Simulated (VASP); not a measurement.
## SiC: relaxation of cell and atoms with r2SCAN

The system is SiC.

```
Si C
1.0
     3.06527    0.00000    0.00000
    -1.53263    2.65460    0.00000
     0.00000    0.00000    5.03187
Si C
2 2
Direct
  0.33333 0.66667 0.49960
  0.66667 0.33333 0.99960
  0.33333 0.66667 0.87540
  0.66667 0.33333 0.37540
```

```json
{
 "Program": "VASP 6.6.1",
 "Task": "relaxation of cell and atoms",
 "Functional": "r2SCAN",
 "Potentials or basis": "VASP PAW PBE potentials, release 64 (Si, C)",
 "Cutoff": "600 eV",
 "k mesh": "12 × 12 × 6",
 "Occupations": "gaussian, width 0.02 eV",
 "Spin": "no spin polarisation",
 "Target pressure": "1 GPa",
 "Dipole correction": "no",
 "Further INCAR settings": "ALGO = Normal; EDIFF = 1e-07; IBRION = 2; EDIFFG = -0.008; NSW = 70; ISIF = 3"
}
```

* Relaxed volume: 10.28 Å³/atom
* Relaxed cell: a = 3.069 Å, b = 3.069 Å, c = 5.038 Å, α = 90.00°, β = 90.00°, γ = 120.00°
* Space group after relaxing (to 0.05 Å): P6_3mc (No. 186)
* Energy change on relaxing (the enthalpy is what falls): -0.4 meV/atom
* Ionic steps: 3
* Pressure after relaxing: 1.0 GPa
* Band gap on the k mesh: 2.65 eV, indirect (least direct gap 4.50 eV)

Step by step:
```tsv
step	energy change (eV)	largest force (eV/Å)	pressure (GPa)	volume (Å³)
1	0.0000	0.0014	1.91	40.94
2	-0.0020	0.0043	-0.04	41.29
3	-0.0015	0.0013	1.00	41.10
```

Final structure:
```cif
data_structure
_symmetry_space_group_name_H-M 'P 1'
_symmetry_Int_Tables_number 1
_cell_length_a 3.0694
_cell_length_b 3.0694
_cell_length_c 5.0381
_cell_angle_alpha 90.000
_cell_angle_beta 90.000
_cell_angle_gamma 120.000
_cell_volume 41.10
loop_
_atom_site_label
_atom_site_type_symbol
_atom_site_fract_x
_atom_site_fract_y
_atom_site_fract_z
_atom_site_occupancy
Si1 Si 0.33333 0.66667 0.49961 1
Si2 Si 0.66667 0.33333 0.99961 1
C1 C 0.33333 0.66667 0.87539 1
C2 C 0.66667 0.33333 0.37539 1
```

Levels at points of the mesh, in eV from the valence-band top:
| k point | band 6 | band 7 | band 8 | band 9 | band 10 | band 11 |
| --- | --- | --- | --- | --- | --- | --- |
| (0.00, 0.00, 0.00) | -0.11 | 0.00 | 0.00 | 5.43 | 6.84 | 7.23 |
| (0.50, 0.00, 0.00) | -3.49 | -3.38 | -1.26 | 3.24 | 4.67 | 7.52 |
| (0.00, 0.00, 0.50) | -0.75 | -0.75 | -0.75 | 6.55 | 6.55 | 7.93 |
| (0.50, 0.00, 0.50) | -2.57 | -2.45 | -2.45 | 3.74 | 3.74 | 5.82 |

Run time: 2.2 min on 1 thread of Intel(R) Xeon(R) Platinum 8559C (Emerald Rapids) (shared host), peak memory 0.19 GiB.

Caveat: the cell is relaxed towards a set pressure, so the enthalpy falls and the energy may rise; the PAW data sets were made with another functional, which shifts forces and pressure a little. A k mesh can miss the band edges.
